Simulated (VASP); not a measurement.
# Al (Fm-3m) in VASP: further runs

Al is run at these levels: LDA; tasks: density of states.

Everything below comes from runs of VASP 6.6.1. Logs are shortened: lines on timing, memory, paths and dates and some standing lists are left out, and cuts for length are marked.

### Step 1. The cell of the first run

Symmetry: Fm-3m, No. 225, cubic system. Conventional cell: a = 3.984 Å, b = 3.984 Å, c = 3.984 Å, α = 90.00°, β = 90.00°, γ = 90.00°. Within 3.7 Å of Al (site symmetry m-3m) lie 12 Al at 2.82 Å.

### Step 2. Density of states, LDA

File POSCAR:

```
Al
1.0
    0.0000000000      1.9917790140      1.9917790140
    1.9917790140      0.0000000000      1.9917790140
    1.9917790140      1.9917790140      0.0000000000
Al
1
Direct
    0.0000000000      0.0000000000      0.0000000000
```

File INCAR.step1:

```
PREC = Accurate
ENCUT = 520
EDIFF = 1E-7
ISMEAR = -1
SIGMA = 0.05
LREAL = F
LASPH = T
NELM = 60
ALGO = Normal
ISIF = 2
LWAVE = F
LCHARG = T
GGA = CA
NBANDS = 8
```

File KPOINTS.step1:

```
regular mesh
0
Gamma
  18 18 18
```

File INCAR.step2:

```
PREC = Accurate
ENCUT = 520
EDIFF = 1E-7
ISMEAR = -5
SIGMA = 0.05
LREAL = F
LASPH = T
NELM = 60
ALGO = Normal
ISIF = 2
LWAVE = F
LCHARG = F
GGA = CA
LORBIT = 10
NEDOS = 2001
ICHARG = 11
```

File KPOINTS.step2:

```
regular mesh
0
Gamma
  27 27 27
```

Potentials or basis: VASP PAW LDA potentials, release 64 (Al).

Command:

```
> cat potpaw_LDA.64/Al/POTCAR > POTCAR
> cp INCAR.step1 INCAR
> cp KPOINTS.step1 KPOINTS
> mpirun -np 1 vasp_std > vasp.out
> cp INCAR.step2 INCAR
> cp KPOINTS.step2 KPOINTS
> mpirun -np 1 vasp_std > vasp.out
```

OUTCAR:

```text
PREC = Accurate
   ENCUT = 520
   EDIFF = 1E-7
   ISMEAR = -5
   LREAL = F
   LASPH = T
   NELM = 60
   ISIF = 2
   GGA = CA
   LORBIT = 10
   ICHARG = 11

 ion  position               nearest neighbor table
   1  0.000  0.000  0.000-

  LATTYP: Found a face centered cubic cell.
 ALAT       =     3.9835580280

  Lattice vectors:

 A1 = (   0.0000000000,   1.9917790140,   1.9917790140)
 A2 = (   1.9917790140,   0.0000000000,   1.9917790140)
 A3 = (   1.9917790140,   1.9917790140,   0.0000000000)

Analysis of symmetry for initial positions (statically):
=====================================================================
 Subroutine PRICEL returns:
 Original cell was already a primitive cell.

 Routine SETGRP: Setting up the symmetry group for a
 face centered cubic supercell.

 Subroutine GETGRP returns: Found 48 space group operations
 (whereof 48 operations were pure point group operations)
 out of a pool of 48 trial point group operations.

The static configuration has the point symmetry O_h .

Analysis of symmetry for dynamics (positions and initial velocities):
=====================================================================
 Subroutine PRICEL returns:
 Original cell was already a primitive cell.

 Routine SETGRP: Setting up the symmetry group for a
 face centered cubic supercell.

 Subroutine GETGRP returns: Found 48 space group operations
 (whereof 48 operations were pure point group operations)
 out of a pool of 48 trial point group operations.

The dynamic configuration has the point symmetry O_h .

 Subroutine INISYM returns: Found 48 space group operations
 (whereof 48 operations are pure point group operations),
 and found     1 'primitive' translations

----------------------------------------------------------------------------------------

                                     Primitive cell

  volume of cell :      15.8035

  direct lattice vectors                    reciprocal lattice vectors
     0.000000000  1.991779014  1.991779014    -0.251031865  0.251031865  0.251031865
     1.991779014  0.000000000  1.991779014     0.251031865 -0.251031865  0.251031865
     1.991779014  1.991779014  0.000000000     0.251031865  0.251031865 -0.251031865

  length of vectors
     2.816800895  2.816800895  2.816800895     0.434799944  0.434799944  0.434799944

  position of ions in fractional coordinates (direct lattice)
     0.000000000  0.000000000  0.000000000

  ion indices of the primitive-cell ions
   primitive index   ion index
                 1           1

----------------------------------------------------------------------------------------

 KPOINTS: regular mesh

Automatic generation of k-mesh.
 Grid dimensions read from file:
 generate k-points for:   27   27   27

 Generating k-lattice:

  Cartesian coordinates                     Fractional coordinates (reciprocal lattice)
    -0.009297476  0.009297476  0.009297476     0.037037037  0.000000000  0.000000000
     0.009297476 -0.009297476  0.009297476     0.000000000  0.037037037  0.000000000
     0.009297476  0.009297476 -0.009297476     0.000000000  0.000000000  0.037037037

  Length of vectors
     0.016103702  0.016103702  0.016103702

  Shift w.r.t. Gamma in fractional coordinates (k-lattice)
     0.000000000  0.000000000  0.000000000

 TETIRR: Found   2653 inequivalent tetrahedra from   118098

 Subroutine IBZKPT returns following result:
 ===========================================

 Found    560 irreducible k-points:

 Following reciprocal coordinates:
            Coordinates               Weight
  0.000000  0.000000  0.000000      1.000000
  0.037037  0.000000  0.000000      8.000000
  0.074074  0.000000  0.000000      8.000000
  0.111111  0.000000  0.000000      8.000000
  0.148148  0.000000  0.000000      8.000000
  0.185185  0.000000  0.000000      8.000000
[... 16 lines left out ...]
  0.333333  0.037037  0.000000     24.000000
  0.370370  0.037037  0.000000     24.000000
 [... further k-points ...]
   k-points           NKPTS =    560   k-points in BZ     NKDIM =    560   number of bands    NBANDS=      5
   number of dos      NEDOS =   2001   number of ions     NIONS =      1
   total plane-waves  NPLWV =  13824
   dimension x,y,z NGX =    24 NGY =   24 NGZ =   24
   dimension x,y,z NGXF=    48 NGYF=   48 NGZF=   48
   ions per type =               1
   NGX,Y,Z   is equivalent  to a cutoff of  14.16, 14.16, 14.16 a.u.
   NGXF,Y,Z  is equivalent  to a cutoff of  28.33, 28.33, 28.33 a.u.
 SYSTEM =  unknown system
   PREC   = accura    normal or accurate (medium, high low for compatibility)
   ISTART =      0    job   : 0-new  1-cont  2-samecut
   ICHARG =     11    charge: 1-file 2-atom 10-const
   ISPIN  =      1    spin polarized calculation?
   LNONCOLLINEAR =      F non collinear calculations
   LSORBIT =      F    spin-orbit coupling
   LASPH  =      T    aspherical Exc in radial PAW
   ENCUT  =  520.0 eV  38.22 Ry    6.18 a.u.   5.24  5.24  5.24*2*pi/ulx,y,z
   NELM   =     60;   NELMIN=  2; NELMDL=  0     # of ELM steps
   EDIFF  = 0.1E-06   stopping-criterion for ELM
   LREAL  =      F    real-space projection
   EDIFFG = 0.1E-05   stopping-criterion for IOM
   NSW    =      0    number of steps for IOM
   IBRION =     -1    ionic relax: 0-MD 1-quasi-New 2-CG
   NFREE  =      0    steps in history (QN), initial steepest desc. (CG)
   ISIF   =      2    stress and relaxation
   ISYM   =      2    0-nonsym 1-usesym 2-fastsym
   POTIM  = 0.5000    time-step for ionic-motion
   TEBEG  =    0.0;   TEEND  =   0.0 temperature during run
   PSTRESS=    0.0 pullay stress
   NELECT =       3.0000    total number of electrons
   NUPDOWN=      -1.0000    fix difference up-down
   EMIN   =  10.00;   EMAX   =-10.00  energy-range for DOS
   EFERMI =   0.00;   METHOD = LEGACY
   ISMEAR =    -5;   SIGMA  =   0.05  broadening in eV -4-tet -1-fermi 0-gaus
   EFERMI_NEDOS =   21; number of points for ismear=-14 and -15
   IALGO  =     38    algorithm
   IMIX   =      4    mixing-type and parameters
     AMIX     =   0.40;   BMIX     =  1.00
     AMIX_MAG =   1.60;   BMIX_MAG =  1.00
  volume/ion in A,a.u.               =      15.80       106.65
  Fermi-wavevector in a.u.,A,eV,Ry     =   0.940872  1.777991 12.044435  0.885241
  Thomas-Fermi vector in A             =   2.068327
   LORBIT       =     10    0 simple, 1 ext, 2 COOP (PROOUT), +10 PAW based schemes
   GGA     = CA    functional components
   LHFCALC =     F    Hartree Fock is set to
   AEXX    =    0.0000 exact exchange contribution
   IVDW    =     0    specifies the selected vdW correction
   LEPSILON=     F    determine dielectric tensor
   LRPA    =     F    only Hartree local field effects (RPA)
 non-spin polarized calculation
 Fermi weights with tetrahedron method with Bloechl corrections
  energy-cutoff  :      520.00
  volume of cell :       15.80
 maximum number of plane-waves:       444
 NGX is ok and might be reduce to    24

 number of electron       3.0000000 magnetization

 Free energy of the ion-electron system (eV)
  ---------------------------------------------------
  ext. energy  EPLUGINS =         0.00000000
  ---------------------------------------------------
  free energy    TOTEN  =        -4.19209670 eV

  energy without entropy =       -4.19209670  energy(sigma->0) =       -4.19209670

 E-fermi :   8.2682     XC(G=0): -10.5042

 val. band max:        8.3672628486   @ k =  -0.3704   0.4444   0.1481
 cond. band min:       8.2059915198   @ k =  -0.2963   0.4815   0.1852
 fundamental gap:     -0.1612713288
 Fermi energy:         8.2681616754

 k-point     1 :       0.0000    0.0000    0.0000
  band No.  band energies     occupation
      1      -3.1543      2.00000
      2      21.0527      0.00000
      3      21.0527      0.00000
      4      21.0527      0.00000
      5      22.7082      0.00000

 k-point     2 :       0.0370    0.0000    0.0000
  band No.  band energies     occupation
      1      -3.1160      2.00000
      2      20.2353      0.00000
      3      20.9057      0.00000
      4      20.9057      0.00000
      5      22.9154      0.00000

 k-point     3 :       0.0741    0.0000    0.0000
  band No.  band energies     occupation
      1      -3.0012      2.00000
      2      18.8157      0.00000
      3      20.5938      0.00000
      4      20.5938      0.00000
      5      23.3874      0.00000

 k-point     4 :       0.1111    0.0000    0.0000
  band No.  band energies     occupation
      1      -2.8101      2.00000
      2      17.2978      0.00000
      3      20.2580      0.00000
      4      20.2580      0.00000
      5      23.3650      0.00000

 k-point     5 :       0.1481    0.0000    0.0000
  band No.  band energies     occupation
      1      -2.5430      2.00000
      2      15.7745      0.00000
      3      19.9511      0.00000
      4      19.9511      0.00000
      5      23.2683      0.00000

 k-point     6 :       0.1852    0.0000    0.0000
  band No.  band energies     occupation
      1      -2.2004      2.00000
      2      14.2766      0.00000
      3      19.6917      0.00000
      4      19.6917      0.00000
      5      23.1490      0.00000
[... 113 lines left out ...]
 k-point    21 :       0.2593    0.0370    0.0000
  band No.  band energies     occupation
      1      -1.4295      2.00000
      2      11.9002      0.00000
      3      18.6381      0.00000
      4      19.7571      0.00000
      5      22.3489      0.00000

 k-point    22 :       0.2963    0.0370    0.0000
  band No.  band energies     occupation
      1      -0.8887      2.00000
      2      10.5266      0.00000
      3      18.5293      0.00000
      4      19.6587      0.00000
      5      21.6724      0.00000

 k-point    23 :       0.3333    0.0370    0.0000
  band No.  band energies     occupation
      1      -0.2751      2.00000
      2       9.2082     -0.07133
      3      18.4832      0.00000
      4      19.6196      0.00000
      5      21.0453      0.00000

 k-point    24 :       0.3704    0.0370    0.0000
  band No.  band energies     occupation
      1       0.4103      2.00000
      2       7.9482      1.63499
      3      18.5002      0.00000
      4      19.6411      0.00000
      5      20.4769      0.00000

 [... further k-points ...]
[... 5 lines left out ...]
  --------------------------------------------------------------------------------------
  -------------------------------------------------------------------------------------
  Total       -0.0106713     -0.0106713     -0.0106713     -0.0000000     -0.0000000     -0.0000000
  in kB       -1.0818675     -1.0818675     -1.0818675     -0.0000000     -0.0000000     -0.0000000
  external PRESSURE =      -1.0818675 kB  Pullay stress =       0.0000000 kB

 VOLUME and BASIS-vectors are now :
 -----------------------------------------------------------------------------
  energy-cutoff  :      520.00
  volume of cell :       15.80
      direct lattice vectors                 reciprocal lattice vectors
     0.000000000  1.991779014  1.991779014    -0.251031865  0.251031865  0.251031865
     1.991779014  0.000000000  1.991779014     0.251031865 -0.251031865  0.251031865
     1.991779014  1.991779014  0.000000000     0.251031865  0.251031865 -0.251031865

 POSITION                                       TOTAL-FORCE (eV/Angst)
 -----------------------------------------------------------------------------------
      0.00000      0.00000      0.00000        -0.000000      0.000000      0.000000
 -----------------------------------------------------------------------------------
    total drift:                               -0.000000      0.000000      0.000000

  FREE ENERGIE OF THE ION-ELECTRON SYSTEM (eV)
  ---------------------------------------------------
  free  energy   TOTEN  =        -4.1920967036 eV

  energy  without entropy=       -4.1920967036  energy(sigma->0) =       -4.19209670

 total charge

# of ion       s       p       d       tot
------------------------------------------
    1        0.438   0.363   0.000   0.801
```

Wall time 21 s (1 thread of Intel Xeon Platinum 8488C (Sapphire Rapids), shared host); peak memory 0.15 GiB.

What came out:

```
Valence electrons inside the program's atomic spheres : Al 0.80
```

Caveat: tetrahedron occupations give inexact forces and stress in metals.

### Step 3. Density of states, LDA

POSCAR is that of step 2.

File INCAR.step1:

```
SYSTEM = Al
ALGO = Normal
EDIFF = 1E-7
ENCUT = 520
GGA = CA
ISIF = 2
ISMEAR = -1
LASPH = .TRUE.
LCHARG = .TRUE.
LREAL = .FALSE.
LWAVE = .FALSE.
NBANDS = 8
NELM = 80
PREC = Accurate
SIGMA = 0.05
```

File KPOINTS.step1:

```
k-points
0
G
  18 18 18
  0 0 0
```

File INCAR.step2:

```
SYSTEM = Al
ALGO = Normal
EDIFF = 1E-7
ENCUT = 520
GGA = CA
ICHARG = 11
ISIF = 2
ISMEAR = -5
LASPH = .TRUE.
LCHARG = .FALSE.
LORBIT = 11
LREAL = .FALSE.
LWAVE = .FALSE.
NEDOS = 2001
NELM = 80
PREC = Accurate
SIGMA = 0.05
```

File KPOINTS.step2:

```
k-points
0
G
  27 27 27
  0 0 0
```

Potentials or basis: VASP PAW LDA potentials, release 64 (Al).

Command:

```
> cat potpaw_LDA.64/Al/POTCAR > POTCAR
> cp INCAR.step1 INCAR
> cp KPOINTS.step1 KPOINTS
> mpirun -np 1 vasp_std > vasp.out
> cp INCAR.step2 INCAR
> cp KPOINTS.step2 KPOINTS
> mpirun -np 1 vasp_std > vasp.out
```

It took 22 s on 1 thread of Intel Xeon Platinum 8488C (Sapphire Rapids), shared host; peak memory 0.15 GiB.

Results (log left out):

```
Valence electrons inside the program's atomic spheres : Al 0.80
```

Levels at points of the mesh, in eV from the Fermi level:
| k point | band 1 | band 2 | band 3 | band 4 | band 5 |
| --- | --- | --- | --- | --- | --- |
| (0.00, 0.00, 0.00) | -11.42 | 12.78 | 12.78 | 12.78 | 14.44 |

Caveat: tetrahedron occupations give inexact forces and stress in metals.
